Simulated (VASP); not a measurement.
# MgO in VASP: further runs

Aim: see how the results for MgO move with the level of theory and the settings. Levels: r2SCAN-based global hybrid with 15 % exact exchange, r2SCAN-based global hybrid with 35 % exact exchange, PBE. Tasks: single point.

All numbers are computed with VASP 6.6.1; they aren't measurements. Logs are shortened: lines on timing, memory, paths and dates and some standing lists are left out, and cuts for length are marked.

**1. The cell of the first run**

It takes space group Fm-3m (No. 225, cubic). Conventional cell: a = 4.194 Å, b = 4.194 Å, c = 4.194 Å, α = 90.00°, β = 90.00°, γ = 90.00°. Mg (site symmetry m-3m) has 6 O at 2.10 Å within 2.8 Å. O (site symmetry m-3m) has 6 Mg at 2.10 Å within 2.8 Å.

**2. Single point, r2SCAN-based global hybrid with 15 % exact exchange**

Contents of POSCAR:

```
MgO
1.0
    0.0000000000      2.0970013927      2.0970013927
    2.0970013927      0.0000000000      2.0970013927
    2.0970013927      2.0970013927      0.0000000000
Mg O
1 1
Direct
    0.0000000000      0.0000000000      0.0000000000
    0.5000000000      0.5000000000      0.5000000000
```

Contents of INCAR.step1:

```
SYSTEM = MgO
ALGO = Normal
EDIFF = 1E-5
ENCUT = 520
GGA = PE
ISIF = 2
ISMEAR = -1
LASPH = .True.
LREAL = .False.
LWAVE = .True.
NBANDS = 11
NELM = 80
PREC = Accurate
SIGMA = 0.05
```

Contents of INCAR.step2:

```
SYSTEM = MgO
AEXX = 0.15
ALGO = Normal
EDIFF = 1E-7
ENCUT = 520
ISIF = 2
ISMEAR = -1
ISTART = 1
LASPH = .True.
LCHARG = .True.
LELF = .True.
LHFCALC = .True.
LMIXTAU = .True.
LREAL = .False.
LVHAR = .True.
LWAVE = .False.
METAGGA = R2SCAN
NBANDS = 11
NELM = 80
PREC = Accurate
PRECFOCK = Normal
SIGMA = 0.05
```

Contents of KPOINTS:

```
k-points
0
Gamma
  6 6 6
  0 0 0
```

Potentials or basis: VASP PAW PBE potentials, release 64 (Mg, O).

The run is started by

```bash
cat potpaw_PBE.64/Mg/POTCAR potpaw_PBE.64/O/POTCAR > POTCAR
cp INCAR.step1 INCAR
mpirun -np 1 vasp_std > vasp.out
cp INCAR.step2 INCAR
mpirun -np 1 vasp_std > vasp.out
```

OUTCAR:

```text
SYSTEM = MgO
   AEXX = 0.15
   EDIFF = 1E-7
   ENCUT = 520
   ISIF = 2
   ISMEAR = -1
   ISTART = 1
   LASPH = .True.
   LHFCALC = .True.
   LREAL = .False.
   METAGGA = R2SCAN
   NELM = 80
   PREC = Accurate
   PRECFOCK = Normal

 ion  position               nearest neighbor table
   1  0.000  0.000  0.000-   2 2.10   2 2.10   2 2.10   2 2.10   2 2.10   2 2.10
   2  0.500  0.500  0.500-   1 2.10   1 2.10   1 2.10   1 2.10   1 2.10   1 2.10

  LATTYP: Found a face centered cubic cell.
 ALAT       =     4.1940027854

  Lattice vectors:

 A1 = (   0.0000000000,   2.0970013927,   2.0970013927)
 A2 = (   2.0970013927,   0.0000000000,   2.0970013927)
 A3 = (   2.0970013927,   2.0970013927,   0.0000000000)

Analysis of symmetry for initial positions (statically):
=====================================================================
 Subroutine PRICEL returns:
 Original cell was already a primitive cell.

 Routine SETGRP: Setting up the symmetry group for a
 face centered cubic supercell.

 Subroutine GETGRP returns: Found 48 space group operations
 (whereof 48 operations were pure point group operations)
 out of a pool of 48 trial point group operations.

The static configuration has the point symmetry O_h .

Analysis of symmetry for dynamics (positions and initial velocities):
=====================================================================
 Subroutine PRICEL returns:
 Original cell was already a primitive cell.

 Routine SETGRP: Setting up the symmetry group for a
 face centered cubic supercell.

 Subroutine GETGRP returns: Found 48 space group operations
 (whereof 48 operations were pure point group operations)
 out of a pool of 48 trial point group operations.

The dynamic configuration has the point symmetry O_h .

 Subroutine INISYM returns: Found 48 space group operations
 (whereof 48 operations are pure point group operations),
 and found     1 'primitive' translations

----------------------------------------------------------------------------------------

                                     Primitive cell

  volume of cell :      18.4428

  direct lattice vectors                    reciprocal lattice vectors
     0.000000000  2.097001393  2.097001393    -0.238435702  0.238435702  0.238435702
     2.097001393  0.000000000  2.097001393     0.238435702 -0.238435702  0.238435702
     2.097001393  2.097001393  0.000000000     0.238435702  0.238435702 -0.238435702

  length of vectors
     2.965607810  2.965607810  2.965607810     0.412982751  0.412982751  0.412982751

  position of ions in fractional coordinates (direct lattice)
     0.000000000  0.000000000  0.000000000
     0.500000000  0.500000000  0.500000000

  ion indices of the primitive-cell ions
   primitive index   ion index
                 1           1
                 2           2

----------------------------------------------------------------------------------------

 KPOINTS: k-points

Automatic generation of k-mesh.
 Grid dimensions read from file:
 generate k-points for:    6    6    6

 Generating k-lattice:

  Cartesian coordinates                     Fractional coordinates (reciprocal lattice)
    -0.039739284  0.039739284  0.039739284     0.166666667  0.000000000  0.000000000
     0.039739284 -0.039739284  0.039739284     0.000000000  0.166666667  0.000000000
     0.039739284  0.039739284 -0.039739284     0.000000000  0.000000000  0.166666667

  Length of vectors
     0.068830458  0.068830458  0.068830458

  Shift w.r.t. Gamma in fractional coordinates (k-lattice)
     0.000000000  0.000000000  0.000000000

 Subroutine IBZKPT returns following result:
 ===========================================

 Found     16 irreducible k-points:

 Following reciprocal coordinates:
            Coordinates               Weight
  0.000000  0.000000  0.000000      1.000000
  0.166667  0.000000  0.000000      8.000000
  0.333333  0.000000  0.000000      8.000000
  0.500000  0.000000  0.000000      4.000000
  0.166667  0.166667  0.000000      6.000000
  0.333333  0.166667  0.000000     24.000000
[... 8 lines left out ...]
 -0.333333  0.333333  0.166667     24.000000
 -0.333333  0.500000  0.166667     12.000000
   k-points           NKPTS =     16   k-points in BZ     NKDIM =    216   number of bands    NBANDS=     11
   number of dos      NEDOS =    301   number of ions     NIONS =      2
   total plane-waves  NPLWV =  13824
   dimension x,y,z NGX =    24 NGY =   24 NGZ =   24
   dimension x,y,z NGXF=    48 NGYF=   48 NGZF=   48
   ions per type =               1   1
   NGX,Y,Z   is equivalent  to a cutoff of  13.45, 13.45, 13.45 a.u.
   NGXF,Y,Z  is equivalent  to a cutoff of  26.91, 26.91, 26.91 a.u.
 SYSTEM =  MgO
   PREC   = accura    normal or accurate (medium, high low for compatibility)
   ISTART =      1    job   : 0-new  1-cont  2-samecut
   ICHARG =      0    charge: 1-file 2-atom 10-const
   ISPIN  =      1    spin polarized calculation?
   LNONCOLLINEAR =      F non collinear calculations
   LSORBIT =      F    spin-orbit coupling
   LASPH  =      T    aspherical Exc in radial PAW
   ENCUT  =  520.0 eV  38.22 Ry    6.18 a.u.   5.51  5.51  5.51*2*pi/ulx,y,z
   NELM   =     80;   NELMIN=  2; NELMDL=  0     # of ELM steps
   EDIFF  = 0.1E-06   stopping-criterion for ELM
   LREAL  =      F    real-space projection
   EDIFFG = 0.1E-05   stopping-criterion for IOM
   NSW    =      0    number of steps for IOM
   IBRION =     -1    ionic relax: 0-MD 1-quasi-New 2-CG
   NFREE  =      0    steps in history (QN), initial steepest desc. (CG)
   ISIF   =      2    stress and relaxation
   ISYM   =      3    0-nonsym 1-usesym 2-fastsym
   POTIM  = 0.5000    time-step for ionic-motion
   TEBEG  =    0.0;   TEEND  =   0.0 temperature during run
   PSTRESS=    0.0 pullay stress
   NELECT =       8.0000    total number of electrons
   NUPDOWN=      -1.0000    fix difference up-down
   EMIN   =  10.00;   EMAX   =-10.00  energy-range for DOS
   EFERMI =   0.00;   METHOD = LEGACY
   ISMEAR =    -1;   SIGMA  =   0.05  broadening in eV -4-tet -1-fermi 0-gaus
   EFERMI_NEDOS =   21; number of points for ismear=-14 and -15
   IALGO  =     38    algorithm
   IMIX   =      1    mixing-type and parameters
     AMIX     =   0.40;   BMIX     =  1.00
     AMIX_MAG =   1.60;   BMIX_MAG =  1.00
  volume/ion in A,a.u.               =       9.22        62.23
  Fermi-wavevector in a.u.,A,eV,Ry     =   1.239261  2.341864 20.895389  1.535768
  Thomas-Fermi vector in A             =   2.373752
   LORBIT       =      0    0 simple, 1 ext, 2 COOP (PROOUT), +10 PAW based schemes
   METAGGA = R2SCAN    functional components
   LHFCALC =     T    Hartree Fock is set to
   PRECFOCK=normal    Normal, Fast or Accurate (Low or Medium for compatibility)
   ENCUT4O =  -1.0   cutoff for four orbital integrals eV
   NKREDX  =     1    reduce k-point grid by
   NKREDY  =     1    reduce k-point grid by
   NKREDZ  =     1    reduce k-point grid by
   AEXX    =    0.1500 exact exchange contribution
   HFSCREEN=    0.0000 screening length (either q_TF or 0.3 A-1)
   HFSCREENC=   0.0000 screening length for correlation (either q_TF or 0.3 A-1)
   ENCUTFOCK=  -1.0 apply spherical cutoff to Coloumb kernel
   IVDW    =     0    specifies the selected vdW correction
   LEPSILON=     F    determine dielectric tensor
   LRPA    =     F    only Hartree local field effects (RPA)
 non-spin polarized calculation
  energy-cutoff  :      520.00
  volume of cell :       18.44
 maximum number of plane-waves:       531
 NGX is ok and might be reduce to    24
  NGX = 18; NGY = 18; NGZ = 18

 number of electron       8.0000004 magnetization

 Free energy of the ion-electron system (eV)
  ---------------------------------------------------
  ext. energy  EPLUGINS =         0.00000000
  ---------------------------------------------------
  free energy    TOTEN  =       -17.25937777 eV

  energy without entropy =      -17.25937777  energy(sigma->0) =      -17.25937777

 E-fermi :   3.0831     XC(G=0): -10.1183

 val. band max:        1.9642965913   @ k =   0.0000   0.0000   0.0000
 cond. band min:       9.0099415218   @ k =   0.0000   0.0000   0.0000
 fundamental gap:      7.0456449305
 Fermi energy:         3.0831162666

 k-point     1 :       0.0000    0.0000    0.0000
  band No.  band energies     occupation
      1     -17.0458      2.00000
      2       1.9643      2.00000
      3       1.9643      2.00000
      4       1.9643      2.00000
      5       9.0099      0.00000
      6      20.3117      0.00000
      7      20.3117      0.00000
      8      20.3117      0.00000
      9      24.4318      0.00000
     10      26.3462      0.00000
     11      26.3462      0.00000

 k-point     2 :       0.1667    0.0000    0.0000
  band No.  band energies     occupation
      1     -16.7514      2.00000
      2       0.4267      2.00000
      3       1.7721      2.00000
      4       1.7721      2.00000
      5      10.4598      0.00000
      6      17.9627      0.00000
      7      20.9451      0.00000
      8      20.9451      0.00000
      9      25.0766      0.00000
     10      25.0766      0.00000
     11      27.3355      0.00000

 k-point     3 :       0.3333    0.0000    0.0000
  band No.  band energies     occupation
      1     -16.0931      2.00000
      2      -1.8884      2.00000
      3       1.4124      2.00000
      4       1.4124      2.00000
      5      12.0117      0.00000
      6      17.0081      0.00000
      7      21.2345      0.00000
      8      21.2346      0.00000
      9      25.8571      0.00000
     10      25.8571      0.00000
     11      26.5735      0.00000
[... 155 lines left out ...]
 k-point    15 :      -0.3333    0.3333    0.1667
  band No.  band energies     occupation
      1     -15.4809      2.00000
      2      -1.8293      2.00000
      3      -0.6580      2.00000
      4       0.6001      2.00000
      5      15.0484      0.00000
      6      16.6002      0.00000
      7      17.4703      0.00000
      8      21.3507      0.00000
      9      25.6856      0.00000
     10      27.1033      0.00000
     11      33.0475      0.00000

 k-point    16 :      -0.3333    0.5000    0.1667
  band No.  band energies     occupation
      1     -15.4109      2.00000
      2      -1.8189      2.00000
      3      -0.4251      2.00000
      4       0.1844      2.00000
      5      14.9292      0.00000
      6      16.0953      0.00000
      7      17.2140      0.00000
      8      21.3976      0.00000
      9      25.3182      0.00000
     10      29.7316      0.00000
     11      31.4040      0.00000

------------------------ aborting loop because EDIFF is reached ----------------------------------------

  FORCE on cell =-STRESS in cart. coord.  units (eV):
  Direction    XX          YY          ZZ          XY          YZ          ZX
  --------------------------------------------------------------------------------------
  -------------------------------------------------------------------------------------
  Total       -0.2014888     -0.2014888     -0.2014888      0.0000000      0.0000000     -0.0000000
  in kB      -17.5039180    -17.5039180    -17.5039180      0.0000000      0.0000000     -0.0000000
  external PRESSURE =     -17.5039180 kB  Pullay stress =       0.0000000 kB

 VOLUME and BASIS-vectors are now :
 -----------------------------------------------------------------------------
  energy-cutoff  :      520.00
  volume of cell :       18.44
      direct lattice vectors                 reciprocal lattice vectors
     0.000000000  2.097001393  2.097001393    -0.238435702  0.238435702  0.238435702
     2.097001393  0.000000000  2.097001393     0.238435702 -0.238435702  0.238435702
     2.097001393  2.097001393  0.000000000     0.238435702  0.238435702 -0.238435702

 POSITION                                       TOTAL-FORCE (eV/Angst)
 -----------------------------------------------------------------------------------
      0.00000      0.00000      0.00000         0.000000      0.000000      0.000000
      2.09700      2.09700      2.09700        -0.000000     -0.000000     -0.000000
 -----------------------------------------------------------------------------------
    total drift:                               -0.000000     -0.000000     -0.000000

  FREE ENERGIE OF THE ION-ELECTRON SYSTEM (eV)
  ---------------------------------------------------
  free  energy   TOTEN  =       -17.2593777719 eV

  energy  without entropy=      -17.2593777719  energy(sigma->0) =      -17.25937777
```

It took 6 min on 1 thread of Intel Xeon Platinum 8559C (Emerald Rapids), shared host; peak memory 0.15 GiB.

Results:

| Quantity | Value |
| --- | --- |
| Free energy | -17.2594 eV |
| Pressure | -1.8 GPa |
| Band gap on the k mesh | 7.05 eV |

Levels at points of the mesh, in eV from the valence-band top:
| k point | band 2 | band 3 | band 4 | band 5 | band 6 | band 7 |
| --- | --- | --- | --- | --- | --- | --- |
| (0.00, 0.00, 0.00) | 0.00 | 0.00 | 0.00 | 7.05 | 18.35 | 18.35 |
| (0.50, 0.00, 0.00) | -4.87 | -0.72 | -0.72 | 10.23 | 15.54 | 19.01 |
| (0.50, 0.50, 0.00) | -4.34 | -1.46 | -1.46 | 11.37 | 12.58 | 16.02 |

Caveat: the k points lie up to 0.43 Å⁻¹ apart; the PAW data sets were made with another functional, which shifts forces and pressure a little.

(Continued in part 2 of 2.)
